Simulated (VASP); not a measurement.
# CdS (Fm-3m) in VASP: G0W0 quasiparticle levels with PBE

Aim: the G0W0 quasiparticle levels of CdS with PBE.

Program: VASP 6.6.1. These are calculated values, not measurements. Logs are shortened: lines on timing, memory, paths and dates and some standing lists are left out, and cuts for length are marked.

### Step 1. The cell of the first run

It takes space group Fm-3m (No. 225, cubic). Conventional cell: a = 5.454 Å, b = 5.454 Å, c = 5.454 Å, α = 90.00°, β = 90.00°, γ = 90.00°. Within 3.6 Å of Cd (site symmetry m-3m) lie 6 S at 2.73 Å. S (site symmetry m-3m) has 6 Cd at 2.73 Å within 3.6 Å.

### Step 2. G0W0 quasiparticle levels, PBE

File POSCAR:

```
CdS
1.0
    0.0000000000      2.7267765504      2.7267765504
    2.7267765504      0.0000000000      2.7267765504
    2.7267765504      2.7267765504      0.0000000000
Cd S
1 1
Direct
    0.0000000000      0.0000000000      0.0000000000
    0.5000000000      0.5000000000      0.5000000000
```

File INCAR.step1:

```
  PREC = Accurate
  ENCUT = 500
  EDIFF = 1E-8
  ISMEAR = 0
  SIGMA = 0.01
  LREAL = False
  LASPH = True
  NELM = 80
  ALGO = Normal
  LWAVE = True
  LCHARG = False
  GGA = PE
```

File INCAR.step2:

```
  PREC = Accurate
  ENCUT = 500
  EDIFF = 1E-8
  ISMEAR = 0
  SIGMA = 0.01
  LREAL = False
  LASPH = True
  NELM = 1
  ALGO = Exact
  LWAVE = True
  LCHARG = False
  GGA = PE
  NBANDS = 161
  LOPTICS = True
  ISTART = 1
```

File INCAR.step3:

```
  PREC = Accurate
  ENCUT = 500
  EDIFF = 1E-8
  ISMEAR = 0
  SIGMA = 0.01
  LREAL = False
  LASPH = True
  ALGO = EVGW0
  LWAVE = False
  LCHARG = False
  GGA = PE
  NELMGW = 1
  NBANDS = 161
  ENCUTGW = 140.0
  NOMEGA = 96
  PRECFOCK = Fast
  ISTART = 1
  NBANDSGW = 17
  OMEGAMAX = 20
```

File KPOINTS:

```
regular mesh
0
Gamma
  4 4 4
```

Potentials or basis: VASP PAW PBE potentials, release 64 (Cd_GW, S_GW).

Command:

```sh
$ cat potpaw_PBE.64/Cd_GW/POTCAR potpaw_PBE.64/S_GW/POTCAR > POTCAR
$ cp INCAR.step1 INCAR
$ mpirun -np 1 vasp_std > vasp.out
$ cp INCAR.step2 INCAR
$ mpirun -np 1 vasp_std > vasp.out
$ cp INCAR.step3 INCAR
$ mpirun -np 1 vasp_std > vasp.out
```

OUTCAR:

```text
PREC = Accurate
   ENCUT = 500
   EDIFF = 1E-8
   ISMEAR = 0
   LREAL = False
   LASPH = True
   GGA = PE
   NELMGW = 1
   ENCUTGW = 140.0
   PRECFOCK = Fast
   ISTART = 1

 ion  position               nearest neighbor table
   1  0.000  0.000  0.000-   2 2.73   2 2.73   2 2.73   2 2.73   2 2.73   2 2.73
   2  0.500  0.500  0.500-   1 2.73   1 2.73   1 2.73   1 2.73   1 2.73   1 2.73

  LATTYP: Found a face centered cubic cell.
 ALAT       =     5.4535531008

  Lattice vectors:

 A1 = (   0.0000000000,   2.7267765504,   2.7267765504)
 A2 = (   2.7267765504,   0.0000000000,   2.7267765504)
 A3 = (   2.7267765504,   2.7267765504,   0.0000000000)

Analysis of symmetry for initial positions (statically):
=====================================================================
 Subroutine PRICEL returns:
 Original cell was already a primitive cell.

 Routine SETGRP: Setting up the symmetry group for a
 face centered cubic supercell.

 Subroutine GETGRP returns: Found 48 space group operations
 (whereof 48 operations were pure point group operations)
 out of a pool of 48 trial point group operations.

The static configuration has the point symmetry O_h .

Analysis of symmetry for dynamics (positions and initial velocities):
=====================================================================
 Subroutine PRICEL returns:
 Original cell was already a primitive cell.

 Routine SETGRP: Setting up the symmetry group for a
 face centered cubic supercell.

 Subroutine GETGRP returns: Found 48 space group operations
 (whereof 48 operations were pure point group operations)
 out of a pool of 48 trial point group operations.

The dynamic configuration has the point symmetry O_h .

 Subroutine INISYM returns: Found 48 space group operations
 (whereof 48 operations are pure point group operations),
 and found     1 'primitive' translations

----------------------------------------------------------------------------------------

                                     Primitive cell

  volume of cell :      40.5489

  direct lattice vectors                    reciprocal lattice vectors
     0.000000000  2.726776550  2.726776550    -0.183366694  0.183366694  0.183366694
     2.726776550  0.000000000  2.726776550     0.183366694 -0.183366694  0.183366694
     2.726776550  2.726776550  0.000000000     0.183366694  0.183366694 -0.183366694

  length of vectors
     3.856244379  3.856244379  3.856244379     0.317600430  0.317600430  0.317600430

  position of ions in fractional coordinates (direct lattice)
     0.000000000  0.000000000  0.000000000
     0.500000000  0.500000000  0.500000000

  ion indices of the primitive-cell ions
   primitive index   ion index
                 1           1
                 2           2

----------------------------------------------------------------------------------------

 KPOINTS: regular mesh

Automatic generation of k-mesh.
 Grid dimensions read from file:
 generate k-points for:    4    4    4

 Generating k-lattice:

  Cartesian coordinates                     Fractional coordinates (reciprocal lattice)
    -0.045841673  0.045841673  0.045841673     0.250000000  0.000000000  0.000000000
     0.045841673 -0.045841673  0.045841673     0.000000000  0.250000000  0.000000000
     0.045841673  0.045841673 -0.045841673     0.000000000  0.000000000  0.250000000

  Length of vectors
     0.079400107  0.079400107  0.079400107

  Shift w.r.t. Gamma in fractional coordinates (k-lattice)
     0.000000000  0.000000000  0.000000000

 Subroutine IBZKPT returns following result:
 ===========================================

 Found      8 irreducible k-points:

 Following reciprocal coordinates:
            Coordinates               Weight
  0.000000  0.000000  0.000000      1.000000
  0.250000  0.000000  0.000000      8.000000
  0.500000  0.000000  0.000000      4.000000
  0.250000  0.250000  0.000000      6.000000
  0.500000  0.250000  0.000000     24.000000
 -0.250000  0.250000  0.000000     12.000000
  0.500000  0.500000  0.000000      3.000000
 -0.250000  0.500000  0.250000      6.000000
   k-points           NKPTS =      8   k-points in BZ     NKDIM =     64   number of bands    NBANDS=    161
   number of dos      NEDOS =    301   number of ions     NIONS =      2
   total plane-waves  NPLWV =  21952
   dimension x,y,z NGX =    28 NGY =   28 NGZ =   28
   dimension x,y,z NGXF=    56 NGYF=   56 NGZF=   56
   ions per type =               1   1
   NGX,Y,Z   is equivalent  to a cutoff of  12.07, 12.07, 12.07 a.u.
   NGXF,Y,Z  is equivalent  to a cutoff of  24.14, 24.14, 24.14 a.u.
 SYSTEM =  unknown system
   PREC   = accura    normal or accurate (medium, high low for compatibility)
   ISTART =      1    job   : 0-new  1-cont  2-samecut
   ICHARG =      0    charge: 1-file 2-atom 10-const
   ISPIN  =      1    spin polarized calculation?
   LNONCOLLINEAR =      F non collinear calculations
   LSORBIT =      F    spin-orbit coupling
   LASPH  =      T    aspherical Exc in radial PAW
   ENCUT  =  500.0 eV  36.75 Ry    6.06 a.u.   7.03  7.03  7.03*2*pi/ulx,y,z
   NELM   =     60;   NELMIN=  2; NELMDL=  0     # of ELM steps
   EDIFF  = 0.1E-07   stopping-criterion for ELM
   LREAL  =      F    real-space projection
   EDIFFG = 0.1E-06   stopping-criterion for IOM
   NSW    =      0    number of steps for IOM
   IBRION =     -1    ionic relax: 0-MD 1-quasi-New 2-CG
   NFREE  =      0    steps in history (QN), initial steepest desc. (CG)
   ISIF   =      0    stress and relaxation
   ISYM   =      3    0-nonsym 1-usesym 2-fastsym
   POTIM  = 0.5000    time-step for ionic-motion
   TEBEG  =    0.0;   TEEND  =   0.0 temperature during run
   PSTRESS=    0.0 pullay stress
   NELECT =      18.0000    total number of electrons
   NUPDOWN=      -1.0000    fix difference up-down
   EMIN   =  10.00;   EMAX   =-10.00  energy-range for DOS
   EFERMI =   0.00;   METHOD = LEGACY
   ISMEAR =     0;   SIGMA  =   0.01  broadening in eV -4-tet -1-fermi 0-gaus
   EFERMI_NEDOS =   21; number of points for ismear=-14 and -15
   IALGO  =     38    algorithm
   IMIX   =      4    mixing-type and parameters
     AMIX     =   0.40;   BMIX     =  1.00
     AMIX_MAG =   1.60;   BMIX_MAG =  1.00
  volume/ion in A,a.u.               =      20.27       136.82
  Fermi-wavevector in a.u.,A,eV,Ry     =   1.248838  2.359962 21.219598  1.559596
  Thomas-Fermi vector in A             =   2.382906
   LORBIT       =      0    0 simple, 1 ext, 2 COOP (PROOUT), +10 PAW based schemes
   GGA     = PE    functional components
   LHFCALC =     T    Hartree Fock is set to
   PRECFOCK=fast      Normal, Fast or Accurate (Low or Medium for compatibility)
   ENCUT4O =  -1.0   cutoff for four orbital integrals eV
   NKREDX  =     1    reduce k-point grid by
   NKREDY  =     1    reduce k-point grid by
   NKREDZ  =     1    reduce k-point grid by
   AEXX    =    1.0000 exact exchange contribution
   HFSCREEN=    0.0000 screening length (either q_TF or 0.3 A-1)
   HFSCREENC=   0.0000 screening length for correlation (either q_TF or 0.3 A-1)
   ENCUTFOCK=  -1.0 apply spherical cutoff to Coloumb kernel
   IVDW    =     0    specifies the selected vdW correction
   LEPSILON=     F    determine dielectric tensor
   LRPA    =     F    only Hartree local field effects (RPA)
   LRPAFORCE           =     F    calculate RPA forces
   ENCUTGW             = 140.0    cutoff for response function in eV
   ENCUTGWSOFT         = 112.0    soft cutoff for Coulomb kernel in GW response function in eV
   ENCUTLF             =  -1.0    cutoff for local field effects
   NELMGW              =     1    number of iterations in solving QP/BSE equation
   NELMHF              =     1    number of iterations in the inner HF iteration
   NKREDLFX            =     1    NKREDLFY  =   1   NKREDLFZ  =   1
 non-spin polarized calculation
 Gauss-broadening in eV      SIGMA  =   0.01
  energy-cutoff  :      500.00
  volume of cell :       40.55
 maximum number of plane-waves:      1056
  NGX = 16; NGY = 16; NGZ = 16
   NGX = 13   NGY = 13   NGZ = 13
 maximum number of plane-waves:       169

 QP shifts <psi_nk| G(iteration)W_0 |psi_nk>: iteration 1
 for sc-GW calculations column KS-energies equals QP-energies in previous step
 and V_xc(KS)=  KS-energies - (<T + V_ion + V_H > + <T+V_H+V_ion>^1  + <V_x>^1)

 k-point   1 :       0.0000    0.0000    0.0000
  band No.  KS-energies  QP-energies   sigma(KS)   V_xc(KS)     V^pw_x(r,r')   Z            occupation Imag(sigma)

      1      -8.1793      -8.5437     -13.2728     -12.6969     -20.7023       0.6327       2.0000       1.1426
      2      -3.0167      -4.8624     -17.9542     -15.3627     -23.1148       0.7122       2.0000       0.1497
      3      -3.0167      -4.8624     -17.9542     -15.3627     -23.1148       0.7122       2.0000       0.1497
      4      -3.0167      -4.8624     -17.9542     -15.3627     -23.1148       0.7122       2.0000       0.1497
      5      -3.0144      -4.8759     -18.0892     -15.5048     -23.3802       0.7203       2.0000       0.2130
      6      -3.0144      -4.8759     -18.0892     -15.5048     -23.3802       0.7203       2.0000       0.2130
[... 9 lines left out ...]
     16      16.1348      16.2813     -10.0754     -10.2699      -3.7267       0.7534       0.0000      -0.4227
     17      16.1348      16.2813     -10.0754     -10.2699      -3.7267       0.7534       0.0000      -0.4227

 k-point   2 :       0.2500    0.0000    0.0000
  band No.  KS-energies  QP-energies   sigma(KS)   V_xc(KS)     V^pw_x(r,r')   Z            occupation Imag(sigma)

      1      -7.6755      -8.0268     -13.5257     -12.9726     -20.8170       0.6351       2.0000       1.0755
      2      -3.1754      -4.9715     -17.8344     -15.3084     -23.1530       0.7110       2.0000       0.2148
      3      -3.1754      -4.9715     -17.8344     -15.3084     -23.1530       0.7110       2.0000       0.2148
      4      -3.0893      -4.9021     -17.7222     -15.1763     -22.8791       0.7121       2.0000       0.1663
      5      -2.9127      -4.7744     -18.0962     -15.4940     -23.2721       0.7154       2.0000       0.1568
      6      -2.9127      -4.7744     -18.0962     -15.4940     -23.2721       0.7154       2.0000       0.1568
[... 9 lines left out ...]
     16      15.5404      15.5236      -9.1684      -9.1467      -3.2994       0.7724       0.0000      -0.3246
     17      20.3642      20.3574      -9.0389      -9.0301      -2.8201       0.7765       0.0000      -0.5516

 k-point   3 :       0.5000    0.0000    0.0000
  band No.  KS-energies  QP-energies   sigma(KS)   V_xc(KS)     V^pw_x(r,r')   Z            occupation Imag(sigma)
[... 85 lines left out ...]
      1      -7.2628      -7.6997     -14.3349     -13.6590     -21.5623       0.6464       2.0000       0.9318
      2      -3.1782      -4.9956     -17.6895     -15.1263     -22.8428       0.7090       2.0000       0.1531
      3      -2.9023      -4.7752     -18.2106     -15.6163     -23.5099       0.7219       2.0000       0.2120
      4      -2.7389      -4.6193     -18.2844     -15.6635     -23.4462       0.7175       2.0000       0.1488
      5      -2.7389      -4.6193     -18.2844     -15.6635     -23.4462       0.7175       2.0000       0.1488
      6      -2.0247      -3.6723     -18.1565     -15.8781     -23.3276       0.7231       2.0000       0.2294
[... 9 lines left out ...]
     16      19.0861      19.4420     -11.1195     -11.6064      -4.5866       0.7310       0.0000      -0.4935
     17      19.0861      19.4420     -11.1195     -11.6064      -4.5866       0.7310       0.0000      -0.4935

 k-point   8 :      -0.2500    0.5000    0.2500
  band No.  KS-energies  QP-energies   sigma(KS)   V_xc(KS)     V^pw_x(r,r')   Z            occupation Imag(sigma)

      1      -7.1055      -7.5150     -14.3367     -13.7081     -21.5391       0.6513       2.0000       0.9358
      2      -3.1578      -4.9352     -17.7931     -15.2944     -23.1352       0.7113       2.0000       0.2318
      3      -3.0151      -4.8426     -17.8058     -15.2447     -22.9548       0.7136       2.0000       0.1622
      4      -3.0151      -4.8426     -17.8058     -15.2447     -22.9548       0.7136       2.0000       0.1622
      5      -2.7388      -4.6216     -18.2848     -15.6638     -23.4468       0.7183       2.0000       0.1486
      6      -2.2179      -3.9023     -18.1533     -15.8251     -23.3670       0.7234       2.0000       0.2282
[... 9 lines left out ...]
     16      19.0595      19.4167     -11.0924     -11.5714      -4.5657       0.7458       0.0000      -0.5005
     17      20.4680      20.8176     -11.2559     -11.7266      -4.7181       0.7426       0.0000      -0.7091
```

It took 3.4 min on 1 thread of Intel Xeon Platinum 8259CL at 2.50GHz (Skylake/Cascade Lake), shared host; peak memory 0.43 GiB.

Results:

```yaml
Quasiparticle_gap: 0.83 eV
Least_direct_quasiparticle_gap: 2.33 eV
Band_gap_of_the_starting_levels_on_the_mesh: 0.21 eV
Least_direct_gap_of_the_starting_levels_on_the_mesh: 1.72 eV
```

Caveat: the k points lie up to 0.50 Å⁻¹ apart; bands, screening cutoff and mesh are small and nothing is extrapolated, so the quasiparticle values aren't converged; the structure was generated, so it needn't be the stable form of CdS.
